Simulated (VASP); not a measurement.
# As (Fm-3m) in VASP: notebook

Runs on As. Level: LDA. Tasks: single point.

All numbers are computed with VASP 6.6.1; they aren't measurements. Logs are shortened: lines on timing, memory, paths and dates and some standing lists are left out, and cuts for length are marked.

## 1. The cell of the first run

It takes space group Fm-3m (No. 225, cubic). Conventional cell: a = 4.188 Å, b = 4.188 Å, c = 4.188 Å, α = 90.00°, β = 90.00°, γ = 90.00°. Within 3.9 Å of As (site symmetry m-3m) lie 12 As at 2.96 Å.

## 2. Single point, LDA

Contents of INCAR:

```
PREC = Accurate
ENCUT = 520
EDIFF = 1E-7
ISMEAR = 1
SIGMA = 0.1
LREAL = False
LASPH = True
NELM = 100
ALGO = Normal
ISIF = 2
LWAVE = False
LCHARG = False
GGA = CA
NBANDS = 8
```

Contents of KPOINTS:

```
Automatic mesh
0
Gamma
  8 8 8
```

Contents of POSCAR:

```
As
1.0
    0.0000000000      2.0940223424      2.0940223424
    2.0940223424      0.0000000000      2.0940223424
    2.0940223424      2.0940223424      0.0000000000
As
1
Direct
    0.0000000000      0.0000000000      0.0000000000
```

Potentials or basis: VASP PAW LDA potentials, release 64 (As).

The run is started by

```sh
> cat potpaw_LDA.64/As/POTCAR > POTCAR
> mpirun -np 1 vasp_std > vasp.out
```

OUTCAR:

```text
PREC = Accurate
   ENCUT = 520
   EDIFF = 1E-7
   ISMEAR = 1
   LREAL = False
   LASPH = True
   NELM = 100
   ISIF = 2
   GGA = CA

 ion  position               nearest neighbor table
   1  0.000  0.000  0.000-

  LATTYP: Found a face centered cubic cell.
 ALAT       =     4.1880446848

  Lattice vectors:

 A1 = (   0.0000000000,   2.0940223424,   2.0940223424)
 A2 = (   2.0940223424,   0.0000000000,   2.0940223424)
 A3 = (   2.0940223424,   2.0940223424,   0.0000000000)

Analysis of symmetry for initial positions (statically):
=====================================================================
 Subroutine PRICEL returns:
 Original cell was already a primitive cell.

 Routine SETGRP: Setting up the symmetry group for a
 face centered cubic supercell.

 Subroutine GETGRP returns: Found 48 space group operations
[... 9 lines left out ...]

 Routine SETGRP: Setting up the symmetry group for a
 face centered cubic supercell.

 Subroutine GETGRP returns: Found 48 space group operations
[... 11 lines left out ...]
                                     Primitive cell

  volume of cell :      18.3643

  direct lattice vectors                    reciprocal lattice vectors
     0.000000000  2.094022342  2.094022342    -0.238774912  0.238774912  0.238774912
     2.094022342  0.000000000  2.094022342     0.238774912 -0.238774912  0.238774912
     2.094022342  2.094022342  0.000000000     0.238774912  0.238774912 -0.238774912

  length of vectors
     2.961394797  2.961394797  2.961394797     0.413570279  0.413570279  0.413570279

  position of ions in fractional coordinates (direct lattice)
     0.000000000  0.000000000  0.000000000

  ion indices of the primitive-cell ions
   primitive index   ion index
                 1           1

----------------------------------------------------------------------------------------

 KPOINTS: Automatic mesh

Automatic generation of k-mesh.
 Grid dimensions read from file:
 generate k-points for:    8    8    8

 Generating k-lattice:

  Cartesian coordinates                     Fractional coordinates (reciprocal lattice)
    -0.029846864  0.029846864  0.029846864     0.125000000  0.000000000  0.000000000
     0.029846864 -0.029846864  0.029846864     0.000000000  0.125000000  0.000000000
     0.029846864  0.029846864 -0.029846864     0.000000000  0.000000000  0.125000000

  Length of vectors
     0.051696285  0.051696285  0.051696285

  Shift w.r.t. Gamma in fractional coordinates (k-lattice)
     0.000000000  0.000000000  0.000000000

 Subroutine IBZKPT returns following result:
 ===========================================

 Found     29 irreducible k-points:

 Following reciprocal coordinates:
            Coordinates               Weight
  0.000000  0.000000  0.000000      1.000000
  0.125000  0.000000  0.000000      8.000000
  0.250000  0.000000  0.000000      8.000000
  0.375000  0.000000  0.000000      8.000000
  0.500000  0.000000  0.000000      4.000000
  0.125000  0.125000  0.000000      6.000000
[... 16 lines left out ...]
  0.500000  0.250000  0.125000     48.000000
 -0.375000  0.250000  0.125000     24.000000
 [... further k-points ...]
   k-points           NKPTS =     29   k-points in BZ     NKDIM =     29   number of bands    NBANDS=      8
   number of dos      NEDOS =    301   number of ions     NIONS =      1
   total plane-waves  NPLWV =  13824
   dimension x,y,z NGX =    24 NGY =   24 NGZ =   24
   dimension x,y,z NGXF=    48 NGYF=   48 NGZF=   48
   ions per type =               1
   NGX,Y,Z   is equivalent  to a cutoff of  13.47, 13.47, 13.47 a.u.
   NGXF,Y,Z  is equivalent  to a cutoff of  26.95, 26.95, 26.95 a.u.
 SYSTEM =  unknown system
   PREC   = accura    normal or accurate (medium, high low for compatibility)
   ISTART =      0    job   : 0-new  1-cont  2-samecut
   ICHARG =      2    charge: 1-file 2-atom 10-const
   ISPIN  =      1    spin polarized calculation?
   LNONCOLLINEAR =      F non collinear calculations
   LSORBIT =      F    spin-orbit coupling
   LASPH  =      T    aspherical Exc in radial PAW
   ENCUT  =  520.0 eV  38.22 Ry    6.18 a.u.   5.51  5.51  5.51*2*pi/ulx,y,z
   NELM   =    100;   NELMIN=  2; NELMDL= -5     # of ELM steps
   EDIFF  = 0.1E-06   stopping-criterion for ELM
   LREAL  =      F    real-space projection
   EDIFFG = 0.1E-05   stopping-criterion for IOM
   NSW    =      0    number of steps for IOM
   IBRION =     -1    ionic relax: 0-MD 1-quasi-New 2-CG
   NFREE  =      0    steps in history (QN), initial steepest desc. (CG)
   ISIF   =      2    stress and relaxation
   ISYM   =      2    0-nonsym 1-usesym 2-fastsym
   POTIM  = 0.5000    time-step for ionic-motion
   TEBEG  =    0.0;   TEEND  =   0.0 temperature during run
   PSTRESS=    0.0 pullay stress
   NELECT =       5.0000    total number of electrons
   NUPDOWN=      -1.0000    fix difference up-down
   EMIN   =  10.00;   EMAX   =-10.00  energy-range for DOS
   EFERMI =   0.00;   METHOD = LEGACY
   ISMEAR =     1;   SIGMA  =   0.10  broadening in eV -4-tet -1-fermi 0-gaus
   EFERMI_NEDOS =   21; number of points for ismear=-14 and -15
   IALGO  =     38    algorithm
   IMIX   =      4    mixing-type and parameters
     AMIX     =   0.40;   BMIX     =  1.00
     AMIX_MAG =   1.60;   BMIX_MAG =  1.00
  volume/ion in A,a.u.               =      18.36       123.93
  Fermi-wavevector in a.u.,A,eV,Ry     =   1.061061  2.005114 15.318114  1.125850
  Thomas-Fermi vector in A             =   2.196463
   LORBIT       =      0    0 simple, 1 ext, 2 COOP (PROOUT), +10 PAW based schemes
   GGA     = CA    functional components
   LHFCALC =     F    Hartree Fock is set to
   AEXX    =    0.0000 exact exchange contribution
   IVDW    =     0    specifies the selected vdW correction
   LEPSILON=     F    determine dielectric tensor
   LRPA    =     F    only Hartree local field effects (RPA)
 non-spin polarized calculation
 Methfessel and Paxton  Order N= 1 SIGMA  =   0.10
  energy-cutoff  :      520.00
  volume of cell :       18.36
 maximum number of plane-waves:       531
 NGX is ok and might be reduce to    24
   NGX = 11   NGY = 11   NGZ = 11

 number of electron       4.9999999 magnetization

 Free energy of the ion-electron system (eV)
  ---------------------------------------------------
  ext. energy  EPLUGINS =         0.00000000
  ---------------------------------------------------
  free energy    TOTEN  =        -4.88022191 eV

  energy without entropy =       -4.87904378  energy(sigma->0) =       -4.87982920

 E-fermi :   6.8510     XC(G=0): -11.0437

 val. band max:        6.6827321159   @ k =   0.5000   0.2500   0.1250
 cond. band min:       6.8819912498   @ k =  -0.3750   0.3750   0.1250
 fundamental gap:      0.1992591339
 Fermi energy:         6.8509532256

 k-point     1 :       0.0000    0.0000    0.0000
  band No.  band energies     occupation
      1      -8.4773      2.00000
      2      12.9636      0.00000
      3      12.9636      0.00000
      4      12.9636      0.00000
      5      19.5575      0.00000
      6      19.5575      0.00000
      7      19.5575      0.00000
      8      21.6426      0.00000

 k-point     2 :       0.1250    0.0000    0.0000
  band No.  band energies     occupation
      1      -8.0995      2.00000
      2      10.3362      0.00000
      3      12.5687      0.00000
      4      12.5687      0.00000
      5      18.4855      0.00000
      6      20.2641      0.00000
      7      20.2641      0.00000
      8      22.9545      0.00000

 k-point     3 :       0.2500    0.0000    0.0000
  band No.  band energies     occupation
      1      -6.9837      2.00000
      2       6.0122      2.00000
      3      11.8639      0.00000
      4      11.8639      0.00000
      5      17.5506      0.00000
      6      20.1364      0.00000
      7      20.1364      0.00000
      8      22.9974      0.00000

 k-point     4 :       0.3750    0.0000    0.0000
  band No.  band energies     occupation
      1      -5.2445      2.00000
      2       2.1205      2.00000
      3      11.3523      0.00000
      4      11.3523      0.00000
      5      17.1300      0.00000
      6      18.9300      0.00000
      7      18.9300      0.00000
      8      21.4044      0.00000

 k-point     5 :       0.5000    0.0000    0.0000
  band No.  band energies     occupation
      1      -3.8609      2.00000
      2      -0.0027      2.00000
      3      11.1764      0.00000
      4      11.1764      0.00000
      5      17.0406      0.00000
      6      18.4532      0.00000
      7      18.4532      0.00000
      8      20.7833      0.00000

 k-point     6 :       0.1250    0.1250    0.0000
  band No.  band energies     occupation
      1      -7.9732      2.00000
      2      11.2796      0.00000
      3      11.5474      0.00000
      4      11.5474      0.00000
      5      17.0855      0.00000
      6      20.5009      0.00000
      7      21.6096      0.00000
      8      21.6096      0.00000

 k-point     7 :       0.2500    0.1250    0.0000
  band No.  band energies     occupation
      1      -7.1012      2.00000
      2       7.5906     -0.00000
      3      10.6164      0.00000
      4      11.1182      0.00000
      5      16.8508      0.00000
      6      18.7964      0.00000
      7      21.8006      0.00000
      8      22.5326      0.00000
[... 133 lines left out ...]
 k-point    20 :      -0.3750    0.3750    0.0000
  band No.  band energies     occupation
      1      -1.8904      2.00000
      2       2.1902      2.00000
      3       3.3671      2.00000
      4       8.4541     -0.00000
      5      13.3229      0.00000
      6      19.2680      0.00000
      7      25.9992      0.00000
      8      26.8229      0.00000

 k-point    21 :       0.5000    0.5000    0.0000
  band No.  band energies     occupation
      1      -1.8957      2.00000
      2       1.1314      2.00000
      3       7.5270     -0.00000
      4       7.5270     -0.00000
      5      12.0779      0.00000
      6      12.6858      0.00000
      7      31.5505      0.00000
      8      32.9444      0.00000

 k-point    22 :       0.3750    0.2500    0.1250
  band No.  band energies     occupation
      1      -6.0028      2.00000
      2       6.0852      2.00000
      3       7.6212     -0.00000
      4      10.5793      0.00000
      5      17.3419      0.00000
      6      17.3896      0.00000
      7      21.3740      0.00000
      8      24.4285      0.00000

 k-point    23 :       0.5000    0.2500    0.1250
  band No.  band energies     occupation
      1      -4.3086      2.00000
      2       2.9675      2.00000
      3       6.6827      2.03866
      4       9.3291      0.00000
      5      16.7529      0.00000
      6      19.0347      0.00000
      7      21.2666      0.00000
      8      24.6211      0.00000

 k-point    24 :      -0.3750    0.2500    0.1250
  band No.  band energies     occupation
      1      -3.0018      2.00000
      2       1.0099      2.00000
      3       6.6042      2.00267
      4       8.7291     -0.00000
      5      16.6373      0.00000
      6      18.7645      0.00000
      7      23.4381      0.00000
      8      24.7293      0.00000

 [... further k-points ...]

------------------------ aborting loop because EDIFF is reached ----------------------------------------

  FORCE on cell =-STRESS in cart. coord.  units (eV):
  Direction    XX          YY          ZZ          XY          YZ          ZX
  --------------------------------------------------------------------------------------
  -------------------------------------------------------------------------------------
  Total        0.0210491      0.0210491      0.0210491     -0.0000000     -0.0000000     -0.0000000
  in kB        1.8364142      1.8364142      1.8364142     -0.0000000     -0.0000000     -0.0000000
  external PRESSURE =       1.8364142 kB  Pullay stress =       0.0000000 kB

 VOLUME and BASIS-vectors are now :
 -----------------------------------------------------------------------------
  energy-cutoff  :      520.00
  volume of cell :       18.36
      direct lattice vectors                 reciprocal lattice vectors
     0.000000000  2.094022342  2.094022342    -0.238774912  0.238774912  0.238774912
     2.094022342  0.000000000  2.094022342     0.238774912 -0.238774912  0.238774912
     2.094022342  2.094022342  0.000000000     0.238774912  0.238774912 -0.238774912

 POSITION                                       TOTAL-FORCE (eV/Angst)
 -----------------------------------------------------------------------------------
      0.00000      0.00000      0.00000        -0.000000     -0.000000     -0.000000
 -----------------------------------------------------------------------------------
    total drift:                               -0.000000     -0.000000     -0.000000

  FREE ENERGIE OF THE ION-ELECTRON SYSTEM (eV)
  ---------------------------------------------------
  free  energy   TOTEN  =        -4.8802219124 eV

  energy  without entropy=       -4.8790437803  energy(sigma->0) =       -4.87982920
```

Run time: 2.6 s. Hardware: 1 thread of AMD EPYC 9R45 (Zen 5), shared host; peak memory 0.09 GiB.

What came out:

* Free energy: -4.8802 eV
* Pressure: 0.2 GPa

Levels at points of the mesh, in eV from the Fermi level:
| k point | band 1 | band 2 | band 3 | band 4 | band 5 | band 6 | band 7 |
| --- | --- | --- | --- | --- | --- | --- | --- |
| (0.00, 0.00, 0.00) | -15.33 | 6.11 | 6.11 | 6.11 | 12.71 | 12.71 | 12.71 |
| (0.50, 0.00, 0.00) | -10.71 | -6.85 | 4.33 | 4.33 | 10.19 | 11.60 | 11.60 |
| (0.50, 0.50, 0.00) | -8.75 | -5.72 | 0.68 | 0.68 | 5.23 | 5.83 | 24.70 |

## 3. Single point, LDA

This run uses another cell than the first one, of 18.18 Å³/atom, 0.990 times its volume.

Contents of INCAR:

```
PREC     = Accurate       # precision mode
ENCUT    = 520            # plane-wave cutoff, eV
EDIFF    = 1E-6           # SCF threshold, eV
ISMEAR   = 1              # smearing method
SIGMA    = 0.1            # smearing width, eV
LREAL    = F              # projectors in reciprocal space
LASPH    = T              # aspherical terms in the spheres
NELM     = 100            # most SCF steps
ALGO     = Normal         # electronic algorithm
ISIF     = 2              # what is computed and relaxed
LWAVE    = F              # write WAVECAR
LCHARG   = F              # write CHGCAR
NBANDS   = 8              # bands
```

Contents of KPOINTS:

```
regular mesh
0
Gamma
  8 8 8
```

Contents of POSCAR:

```
As
1.0
    0.0000000000      2.0870188709      2.0870188709
    2.0870188709      0.0000000000      2.0870188709
    2.0870188709      2.0870188709      0.0000000000
As
1
Direct
    0.0000000000      0.0000000000      0.0000000000
```

Potentials or basis: VASP PAW LDA potentials, release 64 (As).

The run is started by

```sh
> cat potpaw_LDA.64/As/POTCAR > POTCAR
> mpirun -np 1 vasp_std > vasp.out
```

It took 2.5 s on 1 thread of AMD EPYC 9R45 (Zen 5), shared host; peak memory 0.09 GiB.

The run converged. Its results:

```yaml
Free_energy: -4.8794 eV
Pressure: 1.2 GPa
```

Levels at points of the mesh, in eV from the Fermi level:
```
           k point  band 1  band 2  band 3  band 4  band 5
(0.00, 0.00, 0.00)  -15.41    6.21    6.21    6.21   12.76
(0.50, 0.00, 0.00)  -10.73   -6.92    4.39    4.39   10.28
(0.50, 0.50, 0.00)   -8.73   -5.77    0.69    0.69    5.25
```

## 4. Single point, LDA

Contents of INCAR:

```
SYSTEM = As
  ALGO = Normal
  EDIFF = 1E-7
  ENCUT = 520
  GGA = CA
  ISIF = 2
  ISMEAR = 1
  LASPH = .True.
  LCHARG = .False.
  LREAL = .False.
  LWAVE = .False.
  NBANDS = 8
  NELM = 60
  PREC = Accurate
  SIGMA = 0.1
```

Contents of KPOINTS:

```
k-points
0
Gamma
  8 8 8
  0 0 0
```

Contents of POSCAR:

```
As
1.0
    0.0000000000      2.0940223424      2.0940223424
    2.0940223424      0.0000000000      2.0940223424
    2.0940223424      2.0940223424      0.0000000000
As
1
Direct
    0.0000000000      0.0000000000      0.0000000000
```

The run is started by

```sh
> cat potpaw_LDA.64/As/POTCAR > POTCAR
> mpirun -np 1 vasp_std > vasp.out
```

Run time: 2.6 s. Hardware: 1 thread of AMD EPYC 9R45 (Zen 5), shared host; peak memory 0.09 GiB.

Results (log left out):

```
Free energy : -4.8802 eV
Pressure    : 0.2 GPa
```

Levels at points of the mesh, in eV from the Fermi level:
```
           k point  band 1  band 2  band 3  band 4  band 5  band 6
(0.00, 0.00, 0.00)  -15.33    6.11    6.11    6.11   12.71   12.71
(0.50, 0.00, 0.00)  -10.71   -6.85    4.33    4.33   10.19   11.60
(0.50, 0.50, 0.00)   -8.75   -5.72    0.68    0.68    5.23    5.83
```
